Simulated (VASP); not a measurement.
# I (I4/mmm) in VASP: a series of runs

Aim: see how the results for I move with the level of theory and the settings. Levels: RPBE, PBEsol, BLYP, PBE-based screened hybrid with 25 % exact exchange. Tasks: single point.

All numbers are computed with VASP 6.6.1; they aren't measurements. Logs are shortened: lines on timing, memory, paths and dates and some standing lists are left out, and cuts for length are marked.

## (1) The cell of the first run

Symmetry: I4/mmm, No. 139, tetragonal system. Conventional cell: a = 3.235 Å, b = 3.235 Å, c = 8.530 Å, α = 90.00°, β = 90.00°, γ = 90.00°. Within 4.3 Å of I (site symmetry 4/mmm) lie 4 I at 3.23 Å.

## (2) Single point, RPBE

Contents of INCAR:

```
SYSTEM = I
PREC = Accurate
ENCUT = 520
EDIFF = 1E-6
ISMEAR = 0
SIGMA = 0.1
LREAL = .False.
LASPH = .True.
NELM = 100
ALGO = Normal
ISIF = 2
LWAVE = .False.
LCHARG = .True.
GGA = RP
LELF = .True.
LVHAR = .True.
NBANDS = 10
```

Contents of KPOINTS:

```
regular mesh
0
Gamma
  11 11 11
  0 0 0
```

Contents of POSCAR:

```
I
1.0
   -1.6174560000      1.6174560000      4.2648080000
    1.6174560000     -1.6174560000      4.2648080000
    1.6174560000      1.6174560000     -4.2648080000
I
1
Direct
    0.0000000000      0.0000000000      0.0000000000
```

Potentials or basis: VASP PAW PBE potentials, release 64 (I).

Started as:

```console
$ cat potpaw_PBE.64/I/POTCAR > POTCAR
$ mpirun -np 1 vasp_std > vasp.out
```

OUTCAR:

```text
SYSTEM = I
   PREC = Accurate
   ENCUT = 520
   EDIFF = 1E-6
   ISMEAR = 0
   LREAL = .False.
   LASPH = .True.
   NELM = 100
   ISIF = 2
   GGA = RP

 ion  position               nearest neighbor table
   1  0.000  0.000  0.000-

  LATTYP: Found a body centered tetragonal cell.
 ALAT       =     3.2349120000
 C/A-ratio  =     2.6367381864

  Lattice vectors:

 A1 = (  -1.6174560000,   1.6174560000,   4.2648080000)
 A2 = (   1.6174560000,  -1.6174560000,   4.2648080000)
 A3 = (   1.6174560000,   1.6174560000,  -4.2648080000)

Analysis of symmetry for initial positions (statically):
=====================================================================
 Subroutine PRICEL returns:
 Original cell was already a primitive cell.

 Routine SETGRP: Setting up the symmetry group for a
 body centered tetragonal supercell.

 Subroutine GETGRP returns: Found 16 space group operations
 (whereof 16 operations were pure point group operations)
 out of a pool of 16 trial point group operations.

The static configuration has the point symmetry D_4h.

Analysis of symmetry for dynamics (positions and initial velocities):
=====================================================================
 Subroutine PRICEL returns:
 Original cell was already a primitive cell.

 Routine SETGRP: Setting up the symmetry group for a
 body centered tetragonal supercell.

 Subroutine GETGRP returns: Found 16 space group operations
 (whereof 16 operations were pure point group operations)
 out of a pool of 16 trial point group operations.

The dynamic configuration has the point symmetry D_4h.

 Subroutine INISYM returns: Found 16 space group operations
 (whereof 16 operations are pure point group operations),
 and found     1 'primitive' translations

----------------------------------------------------------------------------------------

                                     Primitive cell

  volume of cell :      44.6297

  direct lattice vectors                    reciprocal lattice vectors
    -1.617456000  1.617456000  4.264808000     0.000000000  0.309127420  0.117238572
     1.617456000 -1.617456000  4.264808000     0.309127420  0.000000000  0.117238572
     1.617456000  1.617456000 -4.264808000     0.309127420  0.309127420  0.000000000

  length of vectors
     4.839515999  4.839515999  4.839515999     0.330612529  0.330612529  0.437172190

  position of ions in fractional coordinates (direct lattice)
     0.000000000  0.000000000  0.000000000

  ion indices of the primitive-cell ions
   primitive index   ion index
                 1           1

----------------------------------------------------------------------------------------

 KPOINTS: regular mesh

Automatic generation of k-mesh.
 Grid dimensions read from file:
 generate k-points for:   11   11   11

 Generating k-lattice:

  Cartesian coordinates                     Fractional coordinates (reciprocal lattice)
     0.000000000  0.028102493  0.010658052     0.090909091  0.000000000  0.000000000
     0.028102493  0.000000000  0.010658052     0.000000000  0.090909091  0.000000000
     0.028102493  0.028102493  0.000000000     0.000000000  0.000000000  0.090909091

  Length of vectors
     0.030055684  0.030055684  0.039742926

  Shift w.r.t. Gamma in fractional coordinates (k-lattice)
     0.000000000  0.000000000  0.000000000

 Subroutine IBZKPT returns following result:
 ===========================================

 Found    126 irreducible k-points:

 Following reciprocal coordinates:
            Coordinates               Weight
  0.000000  0.000000  0.000000      1.000000
  0.090909 -0.000000  0.000000      8.000000
  0.181818  0.000000  0.000000      8.000000
  0.272727  0.000000  0.000000      8.000000
  0.363636 -0.000000  0.000000      8.000000
  0.454545  0.000000  0.000000      8.000000
[... 16 lines left out ...]
 -0.272727  0.181818  0.000000     16.000000
 -0.181818  0.181818  0.000000      4.000000
 [... further k-points ...]
   k-points           NKPTS =    126   k-points in BZ     NKDIM =    126   number of bands    NBANDS=     10
   number of dos      NEDOS =    301   number of ions     NIONS =      1
   total plane-waves  NPLWV =  46656
   dimension x,y,z NGX =    36 NGY =   36 NGZ =   36
   dimension x,y,z NGXF=    72 NGYF=   72 NGZF=   72
   ions per type =               1
   NGX,Y,Z   is equivalent  to a cutoff of  12.37, 12.37, 12.37 a.u.
   NGXF,Y,Z  is equivalent  to a cutoff of  24.73, 24.73, 24.73 a.u.
 SYSTEM =  I
   PREC   = accura    normal or accurate (medium, high low for compatibility)
   ISTART =      0    job   : 0-new  1-cont  2-samecut
   ICHARG =      2    charge: 1-file 2-atom 10-const
   ISPIN  =      1    spin polarized calculation?
   LNONCOLLINEAR =      F non collinear calculations
   LSORBIT =      F    spin-orbit coupling
   LASPH  =      T    aspherical Exc in radial PAW
   ENCUT  =  520.0 eV  38.22 Ry    6.18 a.u.   9.00  9.00  9.00*2*pi/ulx,y,z
   NELM   =    100;   NELMIN=  2; NELMDL= -5     # of ELM steps
   EDIFF  = 0.1E-05   stopping-criterion for ELM
   LREAL  =      F    real-space projection
   EDIFFG = 0.1E-04   stopping-criterion for IOM
   NSW    =      0    number of steps for IOM
   IBRION =     -1    ionic relax: 0-MD 1-quasi-New 2-CG
   NFREE  =      0    steps in history (QN), initial steepest desc. (CG)
   ISIF   =      2    stress and relaxation
   ISYM   =      2    0-nonsym 1-usesym 2-fastsym
   POTIM  = 0.5000    time-step for ionic-motion
   TEBEG  =    0.0;   TEEND  =   0.0 temperature during run
   PSTRESS=    0.0 pullay stress
   NELECT =       7.0000    total number of electrons
   NUPDOWN=      -1.0000    fix difference up-down
   EMIN   =  10.00;   EMAX   =-10.00  energy-range for DOS
   EFERMI =   0.00;   METHOD = LEGACY
   ISMEAR =     0;   SIGMA  =   0.10  broadening in eV -4-tet -1-fermi 0-gaus
   EFERMI_NEDOS =   21; number of points for ismear=-14 and -15
   IALGO  =     38    algorithm
   IMIX   =      4    mixing-type and parameters
     AMIX     =   0.40;   BMIX     =  1.00
     AMIX_MAG =   1.60;   BMIX_MAG =  1.00
  volume/ion in A,a.u.               =      44.63       301.18
  Fermi-wavevector in a.u.,A,eV,Ry     =   0.882875  1.668392 10.605317  0.779469
  Thomas-Fermi vector in A             =   2.003566
   LORBIT       =      0    0 simple, 1 ext, 2 COOP (PROOUT), +10 PAW based schemes
   GGA     = RP    functional components
   LHFCALC =     F    Hartree Fock is set to
   AEXX    =    0.0000 exact exchange contribution
   IVDW    =     0    specifies the selected vdW correction
   LEPSILON=     F    determine dielectric tensor
   LRPA    =     F    only Hartree local field effects (RPA)
 non-spin polarized calculation
 Gauss-broadening in eV      SIGMA  =   0.10
  energy-cutoff  :      520.00
  volume of cell :       44.63
 maximum number of plane-waves:      1224
   NGX = 17   NGY = 17   NGZ = 17

 number of electron       6.9999999 magnetization

 Free energy of the ion-electron system (eV)
  ---------------------------------------------------
  ext. energy  EPLUGINS =         0.00000000
  ---------------------------------------------------
  free energy    TOTEN  =        -1.14753692 eV

  energy without entropy =       -1.14308569  energy(sigma->0) =       -1.14531131

 E-fermi :   2.8223     XC(G=0):  -7.5151

 val. band max:        2.8205281597   @ k =  -0.0909  -0.1818   0.0909
 cond. band min:       2.8258013054   @ k =  -0.4545  -0.4545   0.3636
 fundamental gap:      0.0052731456
 Fermi energy:         2.8223200756

 k-point     1 :       0.0000    0.0000    0.0000
  band No.  band energies     occupation
      1     -10.9569      2.00000
      2       0.4421      2.00000
      3       3.5937      0.00000
      4       3.5937      0.00000
      5       7.2737      0.00000
      6      10.0779      0.00000
      7      10.8301      0.00000
      8      15.3568      0.00000
      9      15.3568      0.00000
     10      15.5219      0.00000

 k-point     2 :       0.0909   -0.0000    0.0000
  band No.  band energies     occupation
      1     -10.8740      2.00000
      2       0.4743      2.00000
      3       2.8342      0.86628
      4       3.6564      0.00000
      5       7.4818      0.00000
      6      10.4063      0.00000
      7      11.5200      0.00000
      8      13.4467      0.00000
      9      15.4742      0.00000
     10      16.0945      0.00000

 k-point     3 :       0.1818    0.0000    0.0000
  band No.  band energies     occupation
      1     -10.6366      2.00000
      2       0.5629      2.00000
      3       1.3094      2.00000
      4       3.8315      0.00000
      5       8.0112      0.00000
      6      10.7316      0.00000
      7      11.6644      0.00000
      8      13.5520      0.00000
      9      15.8152      0.00000
     10      16.5047      0.00000

 k-point     4 :       0.2727    0.0000    0.0000
  band No.  band energies     occupation
      1     -10.2849      2.00000
      2      -0.2692      2.00000
      3       0.7385      2.00000
      4       4.0784      0.00000
      5       8.5723      0.00000
      6      10.5488      0.00000
      7      11.1441      0.00000
      8      15.7766      0.00000
      9      16.0199      0.00000
     10      16.4796      0.00000
[... 222 lines left out ...]
 k-point    22 :      -0.3636    0.1818    0.0000
  band No.  band energies     occupation
      1      -9.6081      2.00000
      2      -1.2000      2.00000
      3       1.3183      2.00000
      4       2.1734      2.00000
      5       8.8947      0.00000
      6      10.0589      0.00000
      7      11.4677      0.00000
      8      13.2106      0.00000
      9      14.8007      0.00000
     10      17.8994      0.00000

 k-point    23 :      -0.2727    0.1818    0.0000
  band No.  band energies     occupation
      1      -9.9874      2.00000
      2       0.0430      2.00000
      3       1.1582      2.00000
      4       1.8767      2.00000
      5       8.7800      0.00000
      6      10.4328      0.00000
      7      12.2850      0.00000
      8      12.5184      0.00000
      9      14.4330      0.00000
     10      16.8133      0.00000

 k-point    24 :      -0.1818    0.1818    0.0000
  band No.  band energies     occupation
      1     -10.3331      2.00000
      2       0.9390      2.00000
      3       1.5716      2.00000
      4       1.5973      2.00000
      5       8.2347      0.00000
      6      11.8320      0.00000
      7      12.0244      0.00000
      8      13.3092      0.00000
      9      13.5609      0.00000
     10      15.2949      0.00000

 [... further k-points ...]
[... 5 lines left out ...]
  --------------------------------------------------------------------------------------
  -------------------------------------------------------------------------------------
  Total        0.3770216      0.3770216      0.3032299      0.0000000      0.0000000      0.0000000
  in kB       13.5348183     13.5348183     10.8857440      0.0000000      0.0000000      0.0000000
  external PRESSURE =      12.6517935 kB  Pullay stress =       0.0000000 kB

 VOLUME and BASIS-vectors are now :
 -----------------------------------------------------------------------------
  energy-cutoff  :      520.00
  volume of cell :       44.63
      direct lattice vectors                 reciprocal lattice vectors
    -1.617456000  1.617456000  4.264808000     0.000000000  0.309127420  0.117238572
     1.617456000 -1.617456000  4.264808000     0.309127420  0.000000000  0.117238572
     1.617456000  1.617456000 -4.264808000     0.309127420  0.309127420  0.000000000

 POSITION                                       TOTAL-FORCE (eV/Angst)
 -----------------------------------------------------------------------------------
      0.00000      0.00000      0.00000        -0.000000      0.000000      0.000000
 -----------------------------------------------------------------------------------
    total drift:                                0.000000      0.000000      0.000000

  FREE ENERGIE OF THE ION-ELECTRON SYSTEM (eV)
  ---------------------------------------------------
  free  energy   TOTEN  =        -1.1475369207 eV

  energy  without entropy=       -1.1430856896  energy(sigma->0) =       -1.14531131
```

It took 41 s on 1 thread of Intel Xeon Platinum 8375C at 2.90GHz (Ice Lake), shared host; peak memory 0.23 GiB.

Results:

```
Free energy            : -1.1475 eV
Pressure               : 1.3 GPa
Band gap on the k mesh : zero (an odd number of electrons rules out a gap without spin polarisation)
```

Caveat: the PAW data sets were made with another functional, which shifts forces and pressure a little; spin-orbit coupling is left out, which moves the levels of the heavy elements; an odd number of electrons without spin polarisation forces a metal; a magnetic or distorted state may lie lower.

(Continued in part 2 of 2.)

The gap in the log of VASP goes by the Fermi energy; the results here count the filled bands.